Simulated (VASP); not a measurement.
# TiC (Fm-3m) in VASP: relaxation of cell and atoms with LDA

Aim: the relaxation of cell and atoms of TiC with LDA.

Everything below comes from runs of VASP 6.6.1. Logs are shortened: lines on timing, memory, paths and dates and some standing lists are left out, and cuts for length are marked.

**1. The cell of the first run**

The structure is cubic, space group Fm-3m (No. 225). The conventional cell has a = 4.261 Å, b = 4.261 Å, c = 4.261 Å, α = 90.00°, β = 90.00°, γ = 90.00°. Within 2.8 Å of Ti (site symmetry m-3m) lie 6 C at 2.13 Å. Within 2.8 Å of C (site symmetry m-3m) lie 6 Ti at 2.13 Å.

**2. Relaxation of cell and atoms, LDA**

Contents of INCAR:

```
PREC = Accurate
ENCUT = 600
EDIFF = 1E-6
ISMEAR = -1
SIGMA = 0.15
LREAL = F
LASPH = T
NELM = 80
ALGO = Normal
ISIF = 3
LWAVE = F
LCHARG = F
GGA = CA
IBRION = 2
NSW = 80
EDIFFG = -0.001
```

Contents of KPOINTS:

```
regular mesh
0
Gamma
  16 16 16
```

Contents of POSCAR:

```
TiC
1.0
    0.0000000000      2.1303899794      2.1303899794
    2.1303899794      0.0000000000      2.1303899794
    2.1303899794      2.1303899794      0.0000000000
Ti C
1 1
Direct
    0.0000000000      0.0000000000      0.0000000000
    0.5000000000      0.5000000000      0.5000000000
```

Potentials or basis: VASP PAW LDA potentials, release 64 (Ti_sv, C).

Command:

```
> cat potpaw_LDA.64/Ti_sv/POTCAR potpaw_LDA.64/C/POTCAR > POTCAR
> mpirun -np 1 vasp_std > vasp.out
```

OUTCAR:

```text
PREC = Accurate
   ENCUT = 600
   EDIFF = 1E-6
   ISMEAR = -1
   LREAL = F
   LASPH = T
   NELM = 80
   ISIF = 3
   GGA = CA
   IBRION = 2
   NSW = 80
   EDIFFG = -0.001

 ion  position               nearest neighbor table
   1  0.000  0.000  0.000-   2 2.13   2 2.13   2 2.13   2 2.13   2 2.13   2 2.13
   2  0.500  0.500  0.500-   1 2.13   1 2.13   1 2.13   1 2.13   1 2.13   1 2.13

  LATTYP: Found a face centered cubic cell.
 ALAT       =     4.2607799588

  Lattice vectors:

 A1 = (   0.0000000000,   2.1303899794,   2.1303899794)
 A2 = (   2.1303899794,   0.0000000000,   2.1303899794)
 A3 = (   2.1303899794,   2.1303899794,   0.0000000000)

Analysis of symmetry for initial positions (statically):
=====================================================================
 Subroutine PRICEL returns:
 Original cell was already a primitive cell.

 Routine SETGRP: Setting up the symmetry group for a
 face centered cubic supercell.

 Subroutine GETGRP returns: Found 48 space group operations
 (whereof 48 operations were pure point group operations)
 out of a pool of 48 trial point group operations.

The static configuration has the point symmetry O_h .

Analysis of symmetry for dynamics (positions and initial velocities):
=====================================================================
 Subroutine PRICEL returns:
 Original cell was already a primitive cell.

 Routine SETGRP: Setting up the symmetry group for a
 face centered cubic supercell.

 Subroutine GETGRP returns: Found 48 space group operations
 (whereof 48 operations were pure point group operations)
 out of a pool of 48 trial point group operations.

The dynamic configuration has the point symmetry O_h .

 Subroutine INISYM returns: Found 48 space group operations
 (whereof 48 operations are pure point group operations),
 and found     1 'primitive' translations

----------------------------------------------------------------------------------------

                                     Primitive cell

  volume of cell :      19.3378

  direct lattice vectors                    reciprocal lattice vectors
     0.000000000  2.130389979  2.130389979    -0.234698813  0.234698813  0.234698813
     2.130389979  0.000000000  2.130389979     0.234698813 -0.234698813  0.234698813
     2.130389979  2.130389979  0.000000000     0.234698813  0.234698813 -0.234698813

  length of vectors
     3.012826402  3.012826402  3.012826402     0.406510269  0.406510269  0.406510269

  position of ions in fractional coordinates (direct lattice)
     0.000000000  0.000000000  0.000000000
     0.500000000  0.500000000  0.500000000

  ion indices of the primitive-cell ions
   primitive index   ion index
                 1           1
                 2           2

----------------------------------------------------------------------------------------

 KPOINTS: regular mesh

Automatic generation of k-mesh.
 Grid dimensions read from file:
 generate k-points for:   16   16   16

 Generating k-lattice:

  Cartesian coordinates                     Fractional coordinates (reciprocal lattice)
    -0.014668676  0.014668676  0.014668676     0.062500000  0.000000000  0.000000000
     0.014668676 -0.014668676  0.014668676     0.000000000  0.062500000  0.000000000
     0.014668676  0.014668676 -0.014668676     0.000000000  0.000000000  0.062500000

  Length of vectors
     0.025406892  0.025406892  0.025406892

  Shift w.r.t. Gamma in fractional coordinates (k-lattice)
     0.000000000  0.000000000  0.000000000

 Subroutine IBZKPT returns following result:
 ===========================================

 Found    145 irreducible k-points:

 Following reciprocal coordinates:
            Coordinates               Weight
  0.000000  0.000000  0.000000      1.000000
  0.062500  0.000000  0.000000      8.000000
  0.125000  0.000000  0.000000      8.000000
  0.187500  0.000000  0.000000      8.000000
  0.250000  0.000000  0.000000      8.000000
  0.312500  0.000000  0.000000      8.000000
[... 16 lines left out ...]
 -0.125000  0.062500  0.000000     24.000000
 -0.062500  0.062500  0.000000     12.000000
 [... further k-points ...]
   k-points           NKPTS =    145   k-points in BZ     NKDIM =    145   number of bands    NBANDS=     12
   number of dos      NEDOS =    301   number of ions     NIONS =      2
   total plane-waves  NPLWV =  13824
   dimension x,y,z NGX =    24 NGY =   24 NGZ =   24
   dimension x,y,z NGXF=    48 NGYF=   48 NGZF=   48
   ions per type =               1   1
   NGX,Y,Z   is equivalent  to a cutoff of  13.24, 13.24, 13.24 a.u.
   NGXF,Y,Z  is equivalent  to a cutoff of  26.49, 26.49, 26.49 a.u.
 SYSTEM =  unknown system
   PREC   = accura    normal or accurate (medium, high low for compatibility)
   ISTART =      0    job   : 0-new  1-cont  2-samecut
   ICHARG =      2    charge: 1-file 2-atom 10-const
   ISPIN  =      1    spin polarized calculation?
   LNONCOLLINEAR =      F non collinear calculations
   LSORBIT =      F    spin-orbit coupling
   LASPH  =      T    aspherical Exc in radial PAW
   ENCUT  =  600.0 eV  44.10 Ry    6.64 a.u.   6.02  6.02  6.02*2*pi/ulx,y,z
   NELM   =     80;   NELMIN=  2; NELMDL= -5     # of ELM steps
   EDIFF  = 0.1E-05   stopping-criterion for ELM
   LREAL  =      F    real-space projection
   EDIFFG = -.1E-02   stopping-criterion for IOM
   NSW    =     80    number of steps for IOM
   IBRION =      2    ionic relax: 0-MD 1-quasi-New 2-CG
   NFREE  =      1    steps in history (QN), initial steepest desc. (CG)
   ISIF   =      3    stress and relaxation
   ISYM   =      2    0-nonsym 1-usesym 2-fastsym
   POTIM  = 0.5000    time-step for ionic-motion
   TEBEG  =    0.0;   TEEND  =   0.0 temperature during run
   PSTRESS=    0.0 pullay stress
   NELECT =      16.0000    total number of electrons
   NUPDOWN=      -1.0000    fix difference up-down
   EMIN   =  10.00;   EMAX   =-10.00  energy-range for DOS
   EFERMI =   0.00;   METHOD = LEGACY
   ISMEAR =    -1;   SIGMA  =   0.15  broadening in eV -4-tet -1-fermi 0-gaus
   EFERMI_NEDOS =   21; number of points for ismear=-14 and -15
   IALGO  =     38    algorithm
   IMIX   =      4    mixing-type and parameters
     AMIX     =   0.40;   BMIX     =  1.00
     AMIX_MAG =   1.60;   BMIX_MAG =  1.00
  volume/ion in A,a.u.               =       9.67        65.25
  Fermi-wavevector in a.u.,A,eV,Ry     =   1.536900  2.904321 32.137815  2.362063
  Thomas-Fermi vector in A             =   2.643484
   LORBIT       =      0    0 simple, 1 ext, 2 COOP (PROOUT), +10 PAW based schemes
   GGA     = CA    functional components
   LHFCALC =     F    Hartree Fock is set to
   AEXX    =    0.0000 exact exchange contribution
   IVDW    =     0    specifies the selected vdW correction
   LEPSILON=     F    determine dielectric tensor
   LRPA    =     F    only Hartree local field effects (RPA)
 conjugate gradient relaxation of ions
 non-spin polarized calculation
  energy-cutoff  :      600.00
  volume of cell :       19.34
 maximum number of plane-waves:       660
   NGX = 13   NGY = 13   NGZ = 13

--------------------------------------- Ionic step        1  -------------------------------------------

 number of electron      16.0000003 magnetization

 Free energy of the ion-electron system (eV)
  ---------------------------------------------------
  ext. energy  EPLUGINS =         0.00000000
  ---------------------------------------------------
  free energy    TOTEN  =       -20.55094249 eV

  energy without entropy =      -20.52644517  energy(sigma->0) =      -20.53869383

------------------------ aborting loop because EDIFF is reached ----------------------------------------

  FORCE on cell =-STRESS in cart. coord.  units (eV):
  Direction    XX          YY          ZZ          XY          YZ          ZX
  --------------------------------------------------------------------------------------
  -------------------------------------------------------------------------------------
  Total        0.0826045      0.0826045      0.0826045      0.0000000      0.0000000     -0.0000000
  in kB        6.8439535      6.8439535      6.8439535      0.0000000      0.0000000     -0.0000000
  external PRESSURE =       6.8439535 kB  Pullay stress =       0.0000000 kB
[... 57 lines left out ...]
  energy  without entropy=      -20.5261955945  energy(sigma->0) =      -20.53851378

--------------------------------------- Ionic step        3  -------------------------------------------

 number of electron      16.0000003 magnetization

 Free energy of the ion-electron system (eV)
  ---------------------------------------------------
  ext. energy  EPLUGINS =         0.00000000
  ---------------------------------------------------
  free energy    TOTEN  =       -20.55104275 eV

  energy without entropy =      -20.52648885  energy(sigma->0) =      -20.53876580

 E-fermi :   9.7830     XC(G=0): -13.2196

 val. band max:        9.7666278258   @ k =   0.1250   0.0625   0.0000
 cond. band min:       9.8312547075   @ k =   0.5000   0.5000   0.0000
 fundamental gap:      0.0646268817
 Fermi energy:         9.7829690228

 k-point     1 :       0.0000    0.0000    0.0000
  band No.  band energies     occupation
      1     -45.9451      2.00000
      2     -22.3234      2.00000
      3     -22.3234      2.00000
      4     -22.3234      2.00000
      5      -2.6253      2.00000
      6      10.4457      0.02383
      7      10.4457      0.02383
      8      10.4457      0.02383
      9      11.5449      0.00002
     10      11.5449      0.00002
     11      11.5449      0.00002
     12      11.6126      0.00001
[... 331 lines left out ...]
 k-point    24 :      -0.0625    0.0625    0.0000
  band No.  band energies     occupation
      1     -45.9356      2.00000
      2     -22.3813      2.00000
      3     -22.3394      2.00000
      4     -22.3247      2.00000
      5      -2.3760      2.00000
      6       9.5509      1.64893
      7       9.7119      1.23267
      8       9.7591      1.07947
      9      10.5642      0.01088
     10      11.2178      0.00014
     11      12.1484      0.00000
     12      12.7821      0.00000

 [... further k-points ...]
[... 5 lines left out ...]
  --------------------------------------------------------------------------------------
  -------------------------------------------------------------------------------------
  Total       -0.0018250     -0.0018250     -0.0018250      0.0000000     -0.0000000      0.0000000
  in kB       -0.1508467     -0.1508467     -0.1508467      0.0000000     -0.0000000      0.0000000
  external PRESSURE =      -0.1508467 kB  Pullay stress =       0.0000000 kB
[... 17 lines left out ...]
  FREE ENERGIE OF THE ION-ELECTRON SYSTEM (eV)
  ---------------------------------------------------
  free  energy   TOTEN  =       -20.5510427491 eV

  energy  without entropy=      -20.5264888512  energy(sigma->0) =      -20.53876580

 reached required accuracy - stopping structural energy minimisation
```

Run time: 1.8 min. Hardware: 1 thread of Intel Xeon 8259CL, shared host; peak memory 0.17 GiB.

Results:

| Property | Result |
| --- | --- |
| Free energy | -20.5510 eV |
| Relaxed volume | 9.69 Å³/atom |
| Relaxed cell | a = 3.015 Å, b = 3.015 Å, c = 3.015 Å, α = 60.00°, β = 60.00°, γ = 60.00° |
| Space group after relaxing (to 0.1 Å) | Fm-3m (No. 225) |
| Energy gained by relaxing | 0.1 meV/atom |
| Ionic steps | 3 |
| Pressure after relaxing | 0.0 GPa |
| Band gap on the k mesh | zero (bands 8 and 9 overlap by 1.07 eV) |

Step by step:
| step | energy change (eV) | largest force (eV/Å) | pressure (GPa) | volume (Å³) |
| --- | --- | --- | --- | --- |
| 1 | 0.0000 | 0.0000 | 0.68 | 19.34 |
| 2 | 0.0001 | 0.0000 | -0.94 | 19.45 |
| 3 | -0.0001 | 0.0000 | -0.02 | 19.38 |

Final structure:
```xyz
2
Lattice="0.0000 2.1321 2.1321 2.1321 0.0000 2.1321 2.1321 2.1321 0.0000" Properties=species:S:1:pos:R:3 pbc="T T T"
Ti    0.0000    0.0000    0.0000
C     2.1321    2.1321    2.1321
```
